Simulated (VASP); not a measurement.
# BaSrTi2O6 (Amm2) in VASP: single point with PBEsol

Aim: the single point of BaSrTi2O6 with PBEsol.

Program: VASP 6.6.1. These are calculated values, not measurements. Logs are shortened: lines on timing, memory, paths and dates and some standing lists are left out, and cuts for length are marked.

**1. The cell of the first run**

Symmetry: Amm2, No. 38, orthorhombic system. Conventional cell: a = 3.919 Å, b = 7.847 Å, c = 7.948 Å, α = 90.00°, β = 90.00°, γ = 90.00°. Within 3.6 Å of Sr (site symmetry mm2) lie 12 O at 2.70 to 2.88 Å and 8 Ti at 3.41 to 3.42 Å. Within 3.6 Å of Ba (site symmetry mm2) lie 12 O at 2.75 to 2.85 Å and 8 Ti at 3.39 to 3.44 Å. Within 2.5 Å of Ti (site symmetry m) lie 6 O at 1.86 to 2.12 Å. O (site symmetry mm2) has 2 Ti at 1.97 Å and 2 Sr at 2.70 Å and 8 O at 2.76 to 2.82 Å and 2 Ba at 2.85 Å within 2.9 Å. Within 2.6 Å of O (site symmetry mm2) lie 2 Ti at 1.96 Å. Within 2.9 Å of O (site symmetry m) lie 2 Ti at 1.96 Å and 2 Sr at 2.70 to 2.88 Å and 2 Ba at 2.75 to 2.83 Å and 8 O at 2.76 to 2.80 Å. O (site symmetry m) has 2 Ti at 1.86 to 2.12 Å within 2.5 Å.

**2. Single point, PBEsol**

The input, INCAR:

```
SYSTEM = BaSrTi2O6
PREC = Accurate
ENCUT = 600
EDIFF = 1E-6
ISMEAR = 0
SIGMA = 0.02
LREAL = .FALSE.
LASPH = .TRUE.
NELM = 120
ALGO = Normal
ISIF = 2
LWAVE = .FALSE.
LCHARG = .TRUE.
GGA = PS
LELF = .TRUE.
LVHAR = .TRUE.
NBANDS = 51
GGA_COMPAT = .FALSE.
```

The input, KPOINTS:

```
regular mesh
0
G
  8 6 6
  0 0 0
```

The input, POSCAR:

```
BaSrTi2O6
1.0
   -3.9189257851      0.0000000000      0.0000000000
    0.0000000000      3.9235323080      3.9741105832
    0.0000000000      3.9235323080     -3.9741105832
Sr Ba Ti O
1 1 2 6
Direct
    0.5000000000      0.0454143405      0.4545856595
    0.5000000000      0.5392076566      0.9607923434
    0.0000000000      0.0448895901      0.9533070471
    0.0000000000      0.5466929529      0.4551104099
    0.0000000000      0.2795564562      0.2204435438
    0.0000000000      0.7831067830      0.7168932170
    0.5000000000      0.0324664086      0.9707195684
    0.5000000000      0.5292804316      0.4675335914
    0.0000000000      0.2742100807      0.7148277001
    0.0000000000      0.7851722999      0.2257899193
```

Potentials or basis: VASP PAW PBE potentials, release 64 (Sr_sv, Ba_sv, Ti_sv, O).

Started as:

```sh
$ cat potpaw_PBE.64/Sr_sv/POTCAR potpaw_PBE.64/Ba_sv/POTCAR potpaw_PBE.64/Ti_sv/POTCAR potpaw_PBE.64/O/POTCAR > POTCAR
$ mpirun -np 1 vasp_std > vasp.out
```

OUTCAR:

```text
SYSTEM = BaSrTi2O6
   PREC = Accurate
   ENCUT = 600
   EDIFF = 1E-6
   ISMEAR = 0
   LREAL = .FALSE.
   LASPH = .TRUE.
   NELM = 120
   ISIF = 2
   GGA = PS

 ion  position               nearest neighbor table
   1  0.500  0.045  0.455-   7 2.70   8 2.70   5 2.70   5 2.70  10 2.75   9 2.75   9 2.75  10 2.75
                             6 2.86   6 2.86   7 2.88   8 2.88   4 3.41   3 3.41   3 3.41   4 3.41
   2  0.500  0.539  0.961-   7 2.75   8 2.75   6 2.76   6 2.76  10 2.80   9 2.80   9 2.80  10 2.80
                             7 2.83   8 2.83   5 2.85   5 2.85   4 3.39   3 3.39   3 3.39   4 3.39
   3  0.000  0.045  0.953-   9 1.86   6 1.96   7 1.96   7 1.96   5 1.97  10 2.12   2 3.39   2 3.39
                             1 3.41   1 3.41   1 3.42   1 3.42   2 3.44   2 3.44
   4  0.000  0.547  0.455-  10 1.86   6 1.96   8 1.96   8 1.96   5 1.97   9 2.12   2 3.39   2 3.39
                             1 3.41   1 3.41   1 3.42   1 3.42   2 3.44   2 3.44
   5  0.000  0.280  0.220-   3 1.97   4 1.97   1 2.70   1 2.70   2 2.85   2 2.85
   6  0.000  0.783  0.717-   3 1.96   4 1.96   2 2.76   2 2.76   1 2.86   1 2.86
   7  0.500  0.032  0.971-   3 1.96   3 1.96   1 2.70   2 2.75   2 2.83   1 2.88
   8  0.500  0.529  0.468-   4 1.96   4 1.96   1 2.70   2 2.75   2 2.83   1 2.88
   9  0.000  0.274  0.715-   3 1.86   4 2.12   1 2.75   1 2.75   2 2.80   2 2.80
  10  0.000  0.785  0.226-   4 1.86   3 2.12   1 2.75   1 2.75   2 2.80   2 2.80

  LATTYP: Found a base centered orthorhombic cell.
 ALAT       =     7.8470646160
 B/A-ratio  =     1.0128910052
 C/A-ratio  =     0.4994129623

  Lattice vectors:

 A1 = (   0.0000000000,   3.9235323080,   3.9741105832)
 A2 = (   0.0000000000,   3.9235323080,  -3.9741105832)
 A3 = (  -3.9189257851,   0.0000000000,   0.0000000000)

Analysis of symmetry for initial positions (statically):
=====================================================================
 Subroutine PRICEL returns:
 Original cell was already a primitive cell.

 Routine SETGRP: Setting up the symmetry group for a
 base centered orthorhombic supercell.

 Subroutine GETGRP returns: Found  4 space group operations
 (whereof  2 operations were pure point group operations)
 out of a pool of  8 trial point group operations.

The static configuration has the point symmetry C_1h.
 The point group associated with its full space group is C_2v.

Analysis of symmetry for dynamics (positions and initial velocities):
=====================================================================
 Subroutine PRICEL returns:
 Original cell was already a primitive cell.

 Routine SETGRP: Setting up the symmetry group for a
 base centered orthorhombic supercell.

 Subroutine GETGRP returns: Found  4 space group operations
 (whereof  2 operations were pure point group operations)
 out of a pool of  8 trial point group operations.

The dynamic configuration has the point symmetry C_1h.
 The point group associated with its full space group is C_2v.

 Subroutine INISYM returns: Found  4 space group operations
 (whereof  2 operations are pure point group operations),
 and found     1 'primitive' translations

----------------------------------------------------------------------------------------

                                     Primitive cell

  volume of cell :     122.2121

  direct lattice vectors                    reciprocal lattice vectors
    -3.918925785  0.000000000  0.000000000    -0.255171967  0.000000000  0.000000000
     0.000000000  3.923532308  3.974110583     0.000000000  0.127436188  0.125814315
     0.000000000  3.923532308 -3.974110583     0.000000000  0.127436188 -0.125814315

  length of vectors
     3.918925785  5.584591364  5.584591364     0.255171967  0.179078820  0.179078820

  position of ions in fractional coordinates (direct lattice)
     0.500000000  0.045414341  0.454585659
     0.500000000  0.539207657  0.960792343
     0.000000000  0.044889590  0.953307047
     0.000000000  0.546692953  0.455110410
     0.000000000  0.279556456  0.220443544
     0.000000000  0.783106783  0.716893217
     0.500000000  0.032466409  0.970719568
     0.500000000  0.529280432  0.467533591
     0.000000000  0.274210081  0.714827700
     0.000000000  0.785172300  0.225789919

  ion indices of the primitive-cell ions
   primitive index   ion index
                 1           1
                 2           2
                 3           3
                 4           4
                 5           5
                 6           6
                 7           7
                 8           8
                 9           9
                10          10

----------------------------------------------------------------------------------------

 KPOINTS: regular mesh

Automatic generation of k-mesh.
 Grid dimensions read from file:
 generate k-points for:    8    6    6

 Generating k-lattice:

  Cartesian coordinates                     Fractional coordinates (reciprocal lattice)
    -0.031896496  0.000000000  0.000000000     0.125000000  0.000000000  0.000000000
     0.000000000  0.021239365  0.020969052     0.000000000  0.166666667  0.000000000
     0.000000000  0.021239365 -0.020969052     0.000000000  0.000000000  0.166666667

  Length of vectors
     0.031896496  0.029846470  0.029846470

  Shift w.r.t. Gamma in fractional coordinates (k-lattice)
     0.000000000  0.000000000  0.000000000

 Subroutine IBZKPT returns following result:
 ===========================================

 Found     65 irreducible k-points:

 Following reciprocal coordinates:
            Coordinates               Weight
  0.000000  0.000000  0.000000      1.000000
  0.125000  0.000000  0.000000      2.000000
  0.250000  0.000000  0.000000      2.000000
  0.375000  0.000000  0.000000      2.000000
  0.500000  0.000000  0.000000      1.000000
  0.000000  0.166667 -0.000000      4.000000
[... 16 lines left out ...]
  0.250000  0.166667  0.166667      4.000000
  0.375000  0.166667  0.166667      4.000000
 [... further k-points ...]
   k-points           NKPTS =     65   k-points in BZ     NKDIM =     65   number of bands    NBANDS=     51
   number of dos      NEDOS =    301   number of ions     NIONS =     10
   total plane-waves  NPLWV =  73728
   dimension x,y,z NGX =    32 NGY =   48 NGZ =   48
   dimension x,y,z NGXF=    64 NGYF=   96 NGZF=   96
   ions per type =               1   1   2   6
   NGX,Y,Z   is equivalent  to a cutoff of  13.57, 14.29, 14.29 a.u.
   NGXF,Y,Z  is equivalent  to a cutoff of  27.15, 28.58, 28.58 a.u.
 SYSTEM =  BaSrTi2O6
   PREC   = accura    normal or accurate (medium, high low for compatibility)
   ISTART =      0    job   : 0-new  1-cont  2-samecut
   ICHARG =      2    charge: 1-file 2-atom 10-const
   ISPIN  =      1    spin polarized calculation?
   LNONCOLLINEAR =      F non collinear calculations
   LSORBIT =      F    spin-orbit coupling
   LASPH  =      T    aspherical Exc in radial PAW
   ENCUT  =  600.0 eV  44.10 Ry    6.64 a.u.   7.83 11.15 11.15*2*pi/ulx,y,z
   NELM   =    120;   NELMIN=  2; NELMDL= -5     # of ELM steps
   EDIFF  = 0.1E-05   stopping-criterion for ELM
   LREAL  =      F    real-space projection
   EDIFFG = 0.1E-04   stopping-criterion for IOM
   NSW    =      0    number of steps for IOM
   IBRION =     -1    ionic relax: 0-MD 1-quasi-New 2-CG
   NFREE  =      0    steps in history (QN), initial steepest desc. (CG)
   ISIF   =      2    stress and relaxation
   ISYM   =      2    0-nonsym 1-usesym 2-fastsym
   POTIM  = 0.5000    time-step for ionic-motion
   TEBEG  =    0.0;   TEEND  =   0.0 temperature during run
   PSTRESS=    0.0 pullay stress
   NELECT =      80.0000    total number of electrons
   NUPDOWN=      -1.0000    fix difference up-down
   EMIN   =  10.00;   EMAX   =-10.00  energy-range for DOS
   EFERMI =   0.00;   METHOD = LEGACY
   ISMEAR =     0;   SIGMA  =   0.02  broadening in eV -4-tet -1-fermi 0-gaus
   EFERMI_NEDOS =   21; number of points for ismear=-14 and -15
   IALGO  =     38    algorithm
   IMIX   =      4    mixing-type and parameters
     AMIX     =   0.40;   BMIX     =  1.00
     AMIX_MAG =   1.60;   BMIX_MAG =  1.00
  volume/ion in A,a.u.               =      12.22        82.47
  Fermi-wavevector in a.u.,A,eV,Ry     =   1.421456  2.686162 27.491077  2.020537
  Thomas-Fermi vector in A             =   2.542264
   LORBIT       =      0    0 simple, 1 ext, 2 COOP (PROOUT), +10 PAW based schemes
   GGA     = PS    functional components
   LHFCALC =     F    Hartree Fock is set to
   AEXX    =    0.0000 exact exchange contribution
   IVDW    =     0    specifies the selected vdW correction
   LEPSILON=     F    determine dielectric tensor
   LRPA    =     F    only Hartree local field effects (RPA)
 non-spin polarized calculation
 Gauss-broadening in eV      SIGMA  =   0.02
  energy-cutoff  :      600.00
  volume of cell :      122.21
 maximum number of plane-waves:      4104
 NGX is ok and might be reduce to    32
   NGX = 15   NGY = 23   NGZ = 23

 number of electron      79.9999994 magnetization

 Free energy of the ion-electron system (eV)
  ---------------------------------------------------
  ext. energy  EPLUGINS =         0.00000000
  ---------------------------------------------------
  free energy    TOTEN  =       -83.97300163 eV

  energy without entropy =      -83.97300163  energy(sigma->0) =      -83.97300163

 E-fermi :   4.1061     XC(G=0): -11.5831

 val. band max:        3.9925331995   @ k =   0.5000   0.0000   0.0000
 cond. band min:       5.8018700096   @ k =   0.0000   0.0000   0.0000
 fundamental gap:      1.8093368101
 Fermi energy:         4.1061116350

 k-point     1 :       0.0000    0.0000    0.0000
  band No.  band energies     occupation
      1     -52.1997      2.00000
      2     -52.1970      2.00000
      3     -28.6466      2.00000
      4     -28.6241      2.00000
      5     -28.6176      2.00000
      6     -28.5886      2.00000
[... 43 lines left out ...]
     50       9.1394      0.00000
     51       9.2395      0.00000

 k-point     2 :       0.1250    0.0000    0.0000
  band No.  band energies     occupation
      1     -52.1995      2.00000
      2     -52.1968      2.00000
      3     -28.6460      2.00000
      4     -28.6323      2.00000
      5     -28.6178      2.00000
      6     -28.5886      2.00000
[... 43 lines left out ...]
     50       9.4344      0.00000
     51       9.7244      0.00000

 k-point     3 :       0.2500    0.0000    0.0000
  band No.  band energies     occupation
      1     -52.1989      2.00000
      2     -52.1963      2.00000
      3     -28.6549      2.00000
      4     -28.6448      2.00000
      5     -28.6168      2.00000
      6     -28.5879      2.00000
[... 43 lines left out ...]
     50      10.1569      0.00000
     51      10.5632      0.00000
[... 1027 lines left out ...]
 k-point    23 :       0.2500    0.1667    0.1667
  band No.  band energies     occupation
      1     -52.1986      2.00000
      2     -52.1966      2.00000
      3     -28.6713      2.00000
      4     -28.6304      2.00000
      5     -28.6005      2.00000
      6     -28.5865      2.00000
[... 43 lines left out ...]
     50      10.5502      0.00000
     51      10.6198      0.00000

 k-point    24 :       0.3750    0.1667    0.1667
  band No.  band energies     occupation
      1     -52.1980      2.00000
      2     -52.1961      2.00000
      3     -28.6730      2.00000
      4     -28.6422      2.00000
      5     -28.6069      2.00000
      6     -28.5993      2.00000
[... 43 lines left out ...]
     50      11.0948      0.00000
     51      11.2121      0.00000

 [... further k-points ...]
[... 5 lines left out ...]
  --------------------------------------------------------------------------------------
  -------------------------------------------------------------------------------------
  Total        0.8806835      0.8865528      0.9303787      0.0000000      0.0000000      0.0000000
  in kB       11.5455924     11.6225376     12.1970876      0.0000000      0.0000000      0.0000000
  external PRESSURE =      11.7884059 kB  Pullay stress =       0.0000000 kB

 VOLUME and BASIS-vectors are now :
 -----------------------------------------------------------------------------
  energy-cutoff  :      600.00
  volume of cell :      122.21
      direct lattice vectors                 reciprocal lattice vectors
    -3.918925785  0.000000000  0.000000000    -0.255171967  0.000000000  0.000000000
     0.000000000  3.923532308  3.974110583     0.000000000  0.127436188  0.125814315
     0.000000000  3.923532308 -3.974110583     0.000000000  0.127436188 -0.125814315

 POSITION                                       TOTAL-FORCE (eV/Angst)
 -----------------------------------------------------------------------------------
     -1.95946      1.96177     -1.62609         0.000000      0.000000     -0.014577
     -1.95946      5.88530     -1.67542         0.000000      0.000000     -0.029911
      0.00000      3.91646     -3.61015         0.000000      0.000301     -0.035734
      0.00000      3.93061      0.36396         0.000000     -0.000301     -0.035734
      0.00000      1.96177      0.23492         0.000000      0.000000     -0.041899
      0.00000      5.88530      0.26314         0.000000      0.000000      0.060195
     -1.95946      3.93603     -3.72872         0.000000      0.007457      0.008781
     -1.95946      3.91103      0.24539         0.000000     -0.007457      0.008781
      0.00000      3.88052     -1.75106         0.000000     -0.046804      0.040048
      0.00000      3.96654      2.22305         0.000000      0.046804      0.040048
 -----------------------------------------------------------------------------------
    total drift:                               -0.000000      0.000001     -0.000076

  FREE ENERGIE OF THE ION-ELECTRON SYSTEM (eV)
  ---------------------------------------------------
  free  energy   TOTEN  =       -83.9730016331 eV

  energy  without entropy=      -83.9730016331  energy(sigma->0) =      -83.97300163
```

Run time: 16 min. Hardware: 1 thread of Intel Xeon 8259CL, shared host; peak memory 0.59 GiB.

What came out:

```yaml
Free_energy: -83.9730 eV
Pressure: 1.2 GPa
Largest_force: 0.062 eV/Å
Band_gap_on_the_k_mesh: 1.81 eV (least direct gap 2.02 eV)
```

Forces in eV/Å, atoms in the order of the input:
```
Sr   0.000  0.000 -0.015
Ba   0.000  0.000 -0.030
Ti   0.000  0.000 -0.036
Ti   0.000  0.000 -0.036
O    0.000  0.000 -0.042
O    0.000  0.000  0.060
O    0.000  0.007  0.009
O    0.000 -0.007  0.009
O    0.000 -0.047  0.040
O    0.000  0.047  0.040
```

Caveat: the PAW data sets were made with another functional, which shifts forces and pressure a little; spin-orbit coupling is left out, which moves the levels of the heavy elements.
